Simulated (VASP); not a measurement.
# GaP (I-4m2) in VASP: further runs, part 2 of 2

VASP 6.6.1. The steps go on from the part before.

## 4. Single point, r2SCAN

This run uses another cell than the first one, of the same volume but with other edges.

File POSCAR:

```
GaP
1.0
    0.0000000000      2.8769570149      2.4454134627
    2.8769570149      0.0000000000      2.4454134627
    2.8769570149      2.8769570149      0.0000000000
Ga P
1 1
Direct
    0.0000000000      0.0000000000      0.0000000000
    0.7500000000      0.7500000000      0.7500000000
```

File INCAR.step1:

```
SYSTEM = GaP
PREC     = Accurate       ! precision mode
ENCUT    = 520            ! plane-wave cutoff, eV
ISMEAR   = 0              ! smearing method
SIGMA    = 0.05           ! smearing width, eV
LREAL    = .FALSE.        ! projectors in reciprocal space
LASPH    = .TRUE.         ! aspherical terms in the spheres
NELM     = 60             ! most SCF steps
NBANDS   = 16             ! bands
GGA      = PE             ! functional
ALGO     = Normal         ! electronic algorithm
EDIFF    = 1E-4           ! SCF threshold, eV
LWAVE    = .TRUE.         ! write WAVECAR
LCHARG   = .FALSE.        ! write CHGCAR
```

File INCAR.step2:

```
SYSTEM = GaP
PREC     = Accurate       ! precision mode
ENCUT    = 520            ! plane-wave cutoff, eV
EDIFF    = 1E-7           ! SCF threshold, eV
ISMEAR   = 0              ! smearing method
SIGMA    = 0.05           ! smearing width, eV
LREAL    = .FALSE.        ! projectors in reciprocal space
LASPH    = .TRUE.         ! aspherical terms in the spheres
NELM     = 60             ! most SCF steps
ALGO     = Normal         ! electronic algorithm
ISIF     = 2              ! what is computed and relaxed
LWAVE    = .FALSE.        ! write WAVECAR
LCHARG   = .FALSE.        ! write CHGCAR
METAGGA  = R2SCAN         ! meta-GGA
LMIXTAU  = .TRUE.       
NBANDS   = 16             ! bands
ISTART   = 1
```

File KPOINTS:

```
regular mesh
0
G
  10 10 10
  0 0 0
```

Command:

```sh
> cat potpaw_PBE.64/Ga_d/POTCAR potpaw_PBE.64/P/POTCAR > POTCAR
> cp INCAR.step1 INCAR
> mpirun -np 1 vasp_std > vasp.out
> cp INCAR.step2 INCAR
> mpirun -np 1 vasp_std > vasp.out
```

Wall time 1.9 min (1 thread of AMD EPYC 9R45 (Zen 5), shared host); peak memory 0.18 GiB.

Results (log left out):

```yaml
Free_energy: -21.3158 eV
Pressure: -0.6 GPa
Band_gap_on_the_k_mesh: 0.37 eV (least direct gap 1.69 eV)
```

Stress tensor (GPa, compression positive):
```
-3.89  0.00  0.00
 0.00 -3.89  0.00
 0.00  0.00  5.86
```

Levels at points of the mesh, in eV from the valence-band top:
```
           k point  band 7  band 8  band 9  band 10  band 11  band 12
(0.00, 0.00, 0.00)   -0.75   -0.75    0.00     1.69     3.63     4.02
(0.50, 0.00, 0.00)   -7.28   -2.24   -1.06     1.11     4.00     5.74
(0.50, 0.50, 0.00)   -6.65   -3.96   -3.96     0.58     0.81    10.72
(0.50, 0.00, 0.50)   -7.75   -2.84   -2.71     1.91     2.25     9.66
```

Caveat: the stress differs along the axes, from -4 to 6 GPa; semilocal functionals underestimate gaps, and a narrow one can read as zero; the PAW data sets were made with another functional, which shifts forces and pressure a little. A k mesh can miss the band edges.

## 5. Single point, r2SCAN

This run uses another cell than the first one, of the same volume but with other edges.

File POSCAR:

```
GaP
1.0
    0.0000000000      2.5645584377      3.0774701252
    2.5645584377      0.0000000000      3.0774701252
    2.5645584377      2.5645584377      0.0000000000
Ga P
1 1
Direct
    0.0000000000      0.0000000000      0.0000000000
    0.7500000000      0.7500000000      0.7500000000
```

File INCAR.step1:

```
SYSTEM = GaP
ALGO = Normal
EDIFF = 1E-4
ENCUT = 520
GGA = PE
ISMEAR = 0
LASPH = .TRUE.
LCHARG = .FALSE.
LREAL = .FALSE.
LWAVE = .TRUE.
NBANDS = 16
NELM = 80
PREC = Accurate
SIGMA = 0.05
```

File INCAR.step2:

```
SYSTEM = GaP
ALGO = Normal
EDIFF = 1E-7
ENCUT = 520
ISIF = 2
ISMEAR = 0
ISTART = 1
LASPH = .TRUE.
LCHARG = .FALSE.
LMIXTAU = .TRUE.
LREAL = .FALSE.
LWAVE = .FALSE.
METAGGA = R2SCAN
NBANDS = 16
NELM = 80
PREC = Accurate
SIGMA = 0.05
```

File KPOINTS:

```
k-points
0
G
  10 10 10
  0 0 0
```

Command:

```sh
> cat potpaw_PBE.64/Ga_d/POTCAR potpaw_PBE.64/P/POTCAR > POTCAR
> cp INCAR.step1 INCAR
> mpirun -np 1 vasp_std > vasp.out
> cp INCAR.step2 INCAR
> mpirun -np 1 vasp_std > vasp.out
```

It took 2.1 min on 1 thread of AMD EPYC 9R45 (Zen 5), shared host; peak memory 0.18 GiB.

Results (log left out):

```
Free energy            : -21.1854 eV
Pressure               : -0.5 GPa
Band gap on the k mesh : 0.83 eV (least direct gap 1.46 eV)
```

Stress tensor (GPa, compression positive):
```
  6.13   0.00   0.00
  0.00   6.13   0.00
  0.00   0.00 -13.63
```

Levels at points of the mesh, in eV from the valence-band top:
| k point | band 6 | band 7 | band 8 | band 9 | band 10 | band 11 | band 12 | band 13 |
| --- | --- | --- | --- | --- | --- | --- | --- | --- |
| (0.00, 0.00, 0.00) | -13.43 | -1.42 | 0.00 | 0.00 | 1.46 | 3.79 | 3.79 | 4.24 |
| (0.50, 0.00, 0.00) | -11.25 | -7.25 | -2.45 | -0.70 | 0.83 | 4.84 | 5.39 | 8.63 |
| (0.50, 0.50, 0.00) | -10.93 | -8.19 | -2.26 | -2.26 | 2.51 | 2.91 | 10.13 | 10.79 |
| (0.50, 0.00, 0.50) | -10.04 | -6.92 | -3.61 | -3.51 | 1.08 | 1.10 | 9.21 | 9.27 |

Caveat: the stress differs along the axes, from -14 to 6 GPa; the PAW data sets were made with another functional, which shifts forces and pressure a little.

## 6. Single point, r2SCAN

This run uses another cell than the first one, of the same volume but with other edges.

File POSCAR:

```
GaP
1.0
    0.0000000000      2.9605664555      2.3092418353
    2.9605664555      0.0000000000      2.3092418353
    2.9605664555      2.9605664555      0.0000000000
Ga P
1 1
Direct
    0.0000000000      0.0000000000      0.0000000000
    0.7500000000      0.7500000000      0.7500000000
```

File INCAR.step1:

```
SYSTEM = GaP
PREC = Accurate
ENCUT = 520
ISMEAR = 0
SIGMA = 0.05
LREAL = .FALSE.
LASPH = .TRUE.
NELM = 80
NBANDS = 16
GGA = PE
ALGO = Normal
EDIFF = 1E-4
LWAVE = .TRUE.
LCHARG = .FALSE.
```

File INCAR.step2:

```
SYSTEM = GaP
PREC = Accurate
ENCUT = 520
EDIFF = 1E-6
ISMEAR = 0
SIGMA = 0.05
LREAL = .FALSE.
LASPH = .TRUE.
NELM = 80
ALGO = Normal
ISIF = 2
LWAVE = .FALSE.
LCHARG = .FALSE.
METAGGA = R2SCAN
LMIXTAU = .TRUE.
NBANDS = 16
ISTART = 1
```

File KPOINTS:

```
regular mesh
0
G
  10 10 10
  0 0 0
```

Potentials or basis: VASP PAW PBE potentials, release 64 (Ga_d, P).

Command:

```sh
> cat potpaw_PBE.64/Ga_d/POTCAR potpaw_PBE.64/P/POTCAR > POTCAR
> cp INCAR.step1 INCAR
> mpirun -np 1 vasp_std > vasp.out
> cp INCAR.step2 INCAR
> mpirun -np 1 vasp_std > vasp.out
```

Run time: 95 s. Hardware: 1 thread of AMD EPYC 9R45 (Zen 5), shared host; peak memory 0.18 GiB.

Results (log left out):

* Free energy: -21.1529 eV
* Pressure: -1.5 GPa
* Band gap on the k mesh: zero (bands 9 and 10 overlap by 0.31 eV)

Stress tensor (GPa, compression positive):
```
-5.69  0.00  0.00
 0.00 -5.69  0.00
 0.00  0.00  6.84
```

Levels at points of the mesh, in eV from the Fermi level:
```
           k point  band 6  band 7  band 8  band 9  band 10  band 11  band 12  band 13
(0.00, 0.00, 0.00)  -13.28   -0.74   -0.74    0.29     1.60     3.87     4.45     4.45
(0.50, 0.00, 0.00)  -11.09   -7.09   -2.34   -0.78     0.84     3.87     6.48     9.26
(0.50, 0.50, 0.00)   -9.55   -6.09   -4.13   -4.13     0.22     0.78    10.76    10.76
(0.50, 0.00, 0.50)  -10.59   -7.75   -2.40   -2.21     2.36     2.78     8.89     8.89
```

Caveat: the stress differs along the axes, from -6 to 7 GPa; semilocal functionals underestimate gaps, and a narrow one can read as zero; the PAW data sets were made with another functional, which shifts forces and pressure a little.

## 7. Summary

| cell | gap on the mesh (eV) | pressure (GPa) |
| --- | --- | --- |
| a = 3.746, b = 3.746, c = 4.326 Å, angles 54.7, 54.7, 70.5°, 2 atoms | none | -3.0 |
| a = 4.205, b = 4.205, c = 3.434 Å, angles 65.9, 65.9, 48.2°, 2 atoms | none | -0.7 |
| a = 3.776, b = 3.776, c = 4.069 Å, angles 57.4, 57.4, 65.2°, 2 atoms | 0.37 | -0.6 |
| a = 4.006, b = 4.006, c = 3.627 Å, angles 63.1, 63.1, 53.8°, 2 atoms | 0.83 | -0.5 |
| a = 3.755, b = 3.755, c = 4.187 Å, angles 56.1, 56.1, 67.8°, 2 atoms | none | -1.5 |

Alike in all rows: task single point; level r2SCAN; potentials or basis VASP PAW PBE potentials, release 64 (Ga_d, P); no spin polarisation; k mesh 10 × 10 × 10; cutoff (eV) 520; smearing gaussian 0.05 eV.

Caveats: the PAW data sets were made with another functional, which shifts forces and pressure a little; semilocal functionals underestimate gaps, and a narrow one can read as zero (at least some runs); the stress differs along the axes, from -8 to 6 GPa (at least some runs); the stress differs along the axes, from -25 to 11 GPa (at least some runs); the stress differs along the axes, from -4 to 6 GPa (at least some runs); the stress differs along the axes, from -14 to 6 GPa (at least some runs); the stress differs along the axes, from -6 to 7 GPa (at least some runs).

Absolute energies hang on the potentials; compare differences alone.
